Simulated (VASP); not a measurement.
# AlN (P6_3mc) in VASP: notebook

The runs below take AlN through single point, with PBEsol.

Everything below comes from runs of VASP 6.6.1. Logs are shortened: lines on timing, memory, paths and dates and some standing lists are left out, and cuts for length are marked.

## 1. The cell of the first run

It takes space group P6_3mc (No. 186, hexagonal). Conventional cell: a = 3.111 Å, b = 3.111 Å, c = 5.078 Å, α = 90.00°, β = 90.00°, γ = 120.00°. Al (site symmetry 3m) has 4 N at 1.89 to 1.95 Å within 2.5 Å. Within 2.5 Å of N (site symmetry 3m) lie 4 Al at 1.89 to 1.95 Å.

## 2. Single point, PBEsol (zz strain of +2 %)

INCAR

```
SYSTEM = AlN
PREC = Accurate
ENCUT = 520
EDIFF = 1E-6
ISMEAR = -1
SIGMA = 0.02
LREAL = .False.
LASPH = .True.
NELM = 100
ALGO = Normal
ISIF = 2
LWAVE = .False.
LCHARG = .False.
GGA = PS
NBANDS = 16
```

KPOINTS

```
Automatic mesh
0
Gamma
  11 11 6
  0 0 0
```

POSCAR

```
AlN
1.0
    3.1110021516      0.0000000000      0.0000000000
   -1.5555010758      2.6942068945      0.0000000000
    0.0000000000      0.0000000000      5.0775600000
Al N
2 2
Direct
    0.3333333333      0.6666666667      0.0000000000
    0.6666666667      0.3333333333      0.5000000000
    0.3333333333      0.6666666667      0.3850000000
    0.6666666667      0.3333333333      0.8850000000
```

Potentials or basis: VASP PAW PBE potentials, release 64 (Al, N).

The run is started by

```bash
$ cat potpaw_PBE.64/Al/POTCAR potpaw_PBE.64/N/POTCAR > POTCAR
$ mpirun -np 1 vasp_std > vasp.out
```

OUTCAR:

```text
SYSTEM = AlN
   PREC = Accurate
   ENCUT = 520
   EDIFF = 1E-6
   ISMEAR = -1
   LREAL = .False.
   LASPH = .True.
   NELM = 100
   ISIF = 2
   GGA = PS

 ion  position               nearest neighbor table
   1  0.333  0.667  0.000-   4 1.89   4 1.89   4 1.89   3 1.95   2 3.11   2 3.11   2 3.11   2 3.11
                             2 3.11   2 3.11
   2  0.667  0.333  0.500-   3 1.89   3 1.89   3 1.89   4 1.95   1 3.11   1 3.11   1 3.11   1 3.11
                             1 3.11   1 3.11
   3  0.333  0.667  0.385-   2 1.89   2 1.89   2 1.89   1 1.95
   4  0.667  0.333  0.885-   1 1.89   1 1.89   1 1.89   2 1.95

  LATTYP: Found a hexagonal cell.
 ALAT       =     3.1110021516
 C/A-ratio  =     1.6321300187

  Lattice vectors:

 A1 = (   3.1110021516,   0.0000000000,   0.0000000000)
 A2 = (  -1.5555010758,   2.6942068945,   0.0000000000)
 A3 = (   0.0000000000,   0.0000000000,   5.0775600000)

Analysis of symmetry for initial positions (statically):
=====================================================================
 Subroutine PRICEL returns:
 Original cell was already a primitive cell.

 Routine SETGRP: Setting up the symmetry group for a
 hexagonal supercell.

 Subroutine GETGRP returns: Found 12 space group operations
 (whereof  6 operations were pure point group operations)
 out of a pool of 24 trial point group operations.

The static configuration has the point symmetry C_3v.
 The point group associated with its full space group is C_6v.

Analysis of symmetry for dynamics (positions and initial velocities):
=====================================================================
 Subroutine PRICEL returns:
 Original cell was already a primitive cell.

 Routine SETGRP: Setting up the symmetry group for a
 hexagonal supercell.

 Subroutine GETGRP returns: Found 12 space group operations
 (whereof  6 operations were pure point group operations)
 out of a pool of 24 trial point group operations.

The dynamic configuration has the point symmetry C_3v.
 The point group associated with its full space group is C_6v.

 Subroutine INISYM returns: Found 12 space group operations
 (whereof  6 operations are pure point group operations),
 and found     1 'primitive' translations

----------------------------------------------------------------------------------------

                                     Primitive cell

  volume of cell :      42.5585

  direct lattice vectors                    reciprocal lattice vectors
     3.111002152  0.000000000  0.000000000     0.321439829  0.185583372  0.000000000
    -1.555501076  2.694206895  0.000000000     0.000000000  0.371166744  0.000000000
     0.000000000  0.000000000  5.077560000     0.000000000  0.000000000  0.196944989

  length of vectors
     3.111002152  3.111002152  5.077560000     0.371166744  0.371166744  0.196944989

  position of ions in fractional coordinates (direct lattice)
     0.333333333  0.666666667  0.000000000
     0.666666667  0.333333333  0.500000000
     0.333333333  0.666666667  0.385000000
     0.666666667  0.333333333  0.885000000

  ion indices of the primitive-cell ions
   primitive index   ion index
                 1           1
                 2           2
                 3           3
                 4           4

----------------------------------------------------------------------------------------

 KPOINTS: Automatic mesh

Automatic generation of k-mesh.
 Grid dimensions read from file:
 generate k-points for:   11   11    6

 Generating k-lattice:

  Cartesian coordinates                     Fractional coordinates (reciprocal lattice)
     0.029221803  0.016871216  0.000000000     0.090909091 -0.000000000  0.000000000
     0.000000000  0.033742431  0.000000000     0.000000000  0.090909091  0.000000000
     0.000000000  0.000000000  0.032824165     0.000000000  0.000000000  0.166666667

  Length of vectors
     0.033742431  0.033742431  0.032824165

  Shift w.r.t. Gamma in fractional coordinates (k-lattice)
     0.000000000  0.000000000  0.000000000

 Subroutine IBZKPT returns following result:
 ===========================================

 Found     64 irreducible k-points:

 Following reciprocal coordinates:
            Coordinates               Weight
  0.000000  0.000000  0.000000      1.000000
  0.090909  0.000000  0.000000      6.000000
  0.181818  0.000000  0.000000      6.000000
  0.272727  0.000000  0.000000      6.000000
  0.363636  0.000000  0.000000      6.000000
  0.454545  0.000000  0.000000      6.000000
[... 16 lines left out ...]
  0.090909  0.090909  0.166667     12.000000
  0.181818  0.090909  0.166667     24.000000
 [... further k-points ...]
   k-points           NKPTS =     64   k-points in BZ     NKDIM =     64   number of bands    NBANDS=     16
   number of dos      NEDOS =    301   number of ions     NIONS =      4
   total plane-waves  NPLWV =  23040
   dimension x,y,z NGX =    24 NGY =   24 NGZ =   40
   dimension x,y,z NGXF=    48 NGYF=   48 NGZF=   80
   ions per type =               2   2
   NGX,Y,Z   is equivalent  to a cutoff of  12.83, 12.83, 13.10 a.u.
   NGXF,Y,Z  is equivalent  to a cutoff of  25.65, 25.65, 26.19 a.u.
 SYSTEM =  AlN
   PREC   = accura    normal or accurate (medium, high low for compatibility)
   ISTART =      0    job   : 0-new  1-cont  2-samecut
   ICHARG =      2    charge: 1-file 2-atom 10-const
   ISPIN  =      1    spin polarized calculation?
   LNONCOLLINEAR =      F non collinear calculations
   LSORBIT =      F    spin-orbit coupling
   LASPH  =      T    aspherical Exc in radial PAW
   ENCUT  =  520.0 eV  38.22 Ry    6.18 a.u.   5.78  5.78  9.44*2*pi/ulx,y,z
   NELM   =    100;   NELMIN=  2; NELMDL= -5     # of ELM steps
   EDIFF  = 0.1E-05   stopping-criterion for ELM
   LREAL  =      F    real-space projection
   EDIFFG = 0.1E-04   stopping-criterion for IOM
   NSW    =      0    number of steps for IOM
   IBRION =     -1    ionic relax: 0-MD 1-quasi-New 2-CG
   NFREE  =      0    steps in history (QN), initial steepest desc. (CG)
   ISIF   =      2    stress and relaxation
   ISYM   =      2    0-nonsym 1-usesym 2-fastsym
   POTIM  = 0.5000    time-step for ionic-motion
   TEBEG  =    0.0;   TEEND  =   0.0 temperature during run
   PSTRESS=    0.0 pullay stress
   NELECT =      16.0000    total number of electrons
   NUPDOWN=      -1.0000    fix difference up-down
   EMIN   =  10.00;   EMAX   =-10.00  energy-range for DOS
   EFERMI =   0.00;   METHOD = LEGACY
   ISMEAR =    -1;   SIGMA  =   0.02  broadening in eV -4-tet -1-fermi 0-gaus
   EFERMI_NEDOS =   21; number of points for ismear=-14 and -15
   IALGO  =     38    algorithm
   IMIX   =      4    mixing-type and parameters
     AMIX     =   0.40;   BMIX     =  1.00
     AMIX_MAG =   1.60;   BMIX_MAG =  1.00
  volume/ion in A,a.u.               =      10.64        71.80
  Fermi-wavevector in a.u.,A,eV,Ry     =   1.181552  2.232809 18.994609  1.396064
  Thomas-Fermi vector in A             =   2.317823
   LORBIT       =      0    0 simple, 1 ext, 2 COOP (PROOUT), +10 PAW based schemes
   GGA     = PS    functional components
   LHFCALC =     F    Hartree Fock is set to
   AEXX    =    0.0000 exact exchange contribution
   IVDW    =     0    specifies the selected vdW correction
   LEPSILON=     F    determine dielectric tensor
   LRPA    =     F    only Hartree local field effects (RPA)
 non-spin polarized calculation
  energy-cutoff  :      520.00
  volume of cell :       42.56
 maximum number of plane-waves:      1182
 NGX is ok and might be reduce to    24
   NGX = 11   NGY = 11   NGZ = 19

 number of electron      15.9999998 magnetization

 Free energy of the ion-electron system (eV)
  ---------------------------------------------------
  ext. energy  EPLUGINS =         0.00000000
  ---------------------------------------------------
  free energy    TOTEN  =       -31.28461900 eV

  energy without entropy =      -31.28461900  energy(sigma->0) =      -31.28461900

 E-fermi :   6.2554     XC(G=0): -11.0259

 val. band max:        5.8702994083   @ k =   0.0000   0.0000   0.0000
 cond. band min:       9.8305878155   @ k =   0.0000   0.0000   0.0000
 fundamental gap:      3.9602884071
 Fermi energy:         6.2553749622

 k-point     1 :       0.0000    0.0000    0.0000
  band No.  band energies     occupation
      1      -9.1720      2.00000
      2      -7.1320      2.00000
      3      -0.1168      2.00000
      4       5.0703      2.00000
      5       5.0703      2.00000
      6       5.6669      2.00000
[... 8 lines left out ...]
     15      18.8191      0.00000
     16      18.8191      0.00000

 k-point     2 :       0.0909    0.0000    0.0000
  band No.  band energies     occupation
      1      -9.0661      2.00000
      2      -7.0687      2.00000
      3       0.0100      2.00000
      4       4.5784      2.00000
      5       4.9350      2.00000
      6       5.1754      2.00000
[... 8 lines left out ...]
     15      18.6272      0.00000
     16      18.9073      0.00000

 k-point     3 :       0.1818    0.0000    0.0000
  band No.  band energies     occupation
      1      -8.7594      2.00000
      2      -6.8982      2.00000
      3       0.3827      2.00000
      4       3.4210      2.00000
      5       4.1783      2.00000
      6       4.6273      2.00000
[... 8 lines left out ...]
     15      17.9982      0.00000
     16      18.4804      0.00000

 k-point     4 :       0.2727    0.0000    0.0000
  band No.  band energies     occupation
      1      -8.2896      2.00000
      2      -6.6814      2.00000
      3       0.9738      2.00000
      4       2.1397      2.00000
      5       3.1235      2.00000
      6       4.2909      2.00000
[... 8 lines left out ...]
     15      17.5354      0.00000
     16      19.3460      0.00000
[... 324 lines left out ...]
 k-point    22 :       0.4545    0.0000    0.1667
  band No.  band energies     occupation
      1      -7.2254      2.00000
      2      -6.5670      2.00000
      3       0.3594      2.00000
      4       1.3717      2.00000
      5       2.8535      2.00000
      6       3.9466      2.00000
[... 8 lines left out ...]
     15      17.8407      0.00000
     16      20.6525      0.00000

 k-point    23 :       0.0909    0.0909    0.1667
  band No.  band energies     occupation
      1      -8.7623      2.00000
      2      -7.1284      2.00000
      3       0.5652      2.00000
      4       4.0051      2.00000
      5       4.0204      2.00000
      6       4.8325      2.00000
[... 8 lines left out ...]
     15      18.1374      0.00000
     16      18.8780      0.00000

 k-point    24 :       0.1818    0.0909    0.1667
  band No.  band energies     occupation
      1      -8.3793      2.00000
      2      -6.9068      2.00000
      3       0.9322      2.00000
      4       2.8621      2.00000
      5       3.2496      2.00000
      6       4.4112      2.00000
[... 8 lines left out ...]
     15      18.0297      0.00000
     16      19.1734      0.00000

 [... further k-points ...]
[... 5 lines left out ...]
  --------------------------------------------------------------------------------------
  -------------------------------------------------------------------------------------
  Total       -0.0306108     -0.0306108     -2.3330372      0.0000000      0.0000000      0.0000000
  in kB       -1.1523867     -1.1523867    -87.8306161      0.0000000      0.0000000      0.0000000
  external PRESSURE =     -30.0451298 kB  Pullay stress =       0.0000000 kB

 VOLUME and BASIS-vectors are now :
 -----------------------------------------------------------------------------
  energy-cutoff  :      520.00
  volume of cell :       42.56
      direct lattice vectors                 reciprocal lattice vectors
     3.111002152  0.000000000  0.000000000     0.321439829  0.185583372  0.000000000
    -1.555501076  2.694206895  0.000000000     0.000000000  0.371166744  0.000000000
     0.000000000  0.000000000  5.077560000     0.000000000  0.000000000  0.196944989

 POSITION                                       TOTAL-FORCE (eV/Angst)
 -----------------------------------------------------------------------------------
     -0.00000      1.79614      0.00000        -0.000000     -0.000000      0.361357
      1.55550      0.89807      2.53878        -0.000000      0.000000      0.361357
     -0.00000      1.79614      1.95486        -0.000000      0.000000     -0.361357
      1.55550      0.89807      4.49364         0.000000      0.000000     -0.361357
 -----------------------------------------------------------------------------------
    total drift:                               -0.000000      0.000000      0.001046

  FREE ENERGIE OF THE ION-ELECTRON SYSTEM (eV)
  ---------------------------------------------------
  free  energy   TOTEN  =       -31.2846190023 eV

  energy  without entropy=      -31.2846190023  energy(sigma->0) =      -31.28461900
```

Wall time 22 s (1 thread of Intel Xeon 6975P-C, shared host); peak memory 0.17 GiB.

Results:

- Free energy: -31.2846 eV
- Pressure: -3.0 GPa
- Largest force: 0.361 eV/Å
- Band gap on the k mesh: 3.96 eV, direct

Forces on the atoms (eV/Å):
```
Al   0.000  0.000  0.361
Al   0.000  0.000  0.361
N    0.000  0.000 -0.361
N    0.000  0.000 -0.361
```

Caveat: the cell differs from its parent crystal (zz strain of +2 %); the PAW data sets were made with another functional, which shifts forces and pressure a little.

## 3. Single point, PBEsol (equal xx and yy strain of -2 %)

INCAR

```
SYSTEM = AlN
ALGO = Normal ; EDIFF = 1E-7
ENCUT = 520 ; GGA = PS
ISIF = 2 ; ISMEAR = -1
LASPH = .True. ; LCHARG = .False.
LREAL = .False. ; LWAVE = .False.
NBANDS = 16 ; NELM = 80
PREC = Accurate ; SIGMA = 0.02
```

KPOINTS

```
k-points
0
Gamma
  11 11 6
  0 0 0
```

POSCAR

```
AlN
1.0
    3.0487821086      0.0000000000      0.0000000000
   -1.5243910543      2.6403227566      0.0000000000
    0.0000000000      0.0000000000      4.9780000000
Al N
2 2
Direct
    0.3333333333      0.6666666667      0.0000000000
    0.6666666667      0.3333333333      0.5000000000
    0.3333333333      0.6666666667      0.3850000000
    0.6666666667      0.3333333333      0.8850000000
```

Potentials or basis: VASP PAW PBE potentials, release 64 (Al, N).

The run is started by

```bash
$ cat potpaw_PBE.64/Al/POTCAR potpaw_PBE.64/N/POTCAR > POTCAR
$ mpirun -np 1 vasp_std > vasp.out
```

Run time: 23 s. Hardware: 1 thread of AMD EPYC 9R45 (Zen 5), shared host; peak memory 0.14 GiB.

The run converged. Its results:

| Item | Value |
| --- | --- |
| Free energy | -31.2329 eV |
| Pressure | 10.0 GPa |
| Largest force | 0.443 eV/Å |
| Band gap on the k mesh | 4.50 eV, direct |

Forces in eV/Å, atoms in the order of the input:
```
Al   0.000  0.000  0.443
Al   0.000  0.000  0.443
N    0.000  0.000 -0.443
N    0.000  0.000 -0.443
```

Stress tensor (GPa, compression positive):
```
13.94  0.00  0.00
 0.00 13.94  0.00
 0.00  0.00  2.06
```

Levels at points of the mesh, in eV from the valence-band top:
```csv
k point,band 6,band 7,band 8,band 9,band 10,band 11
"(0.00, 0.00, 0.00)",-0.20,-0.20,0.00,4.50,7.17,10.81
"(0.00, 0.00, 0.50)",-0.52,-0.52,-0.52,6.87,6.87,10.50
```

Caveat: the cell differs from its parent crystal (equal xx and yy strain of -2 %); the PAW data sets were made with another functional, which shifts forces and pressure a little. A k mesh can miss the band edges.
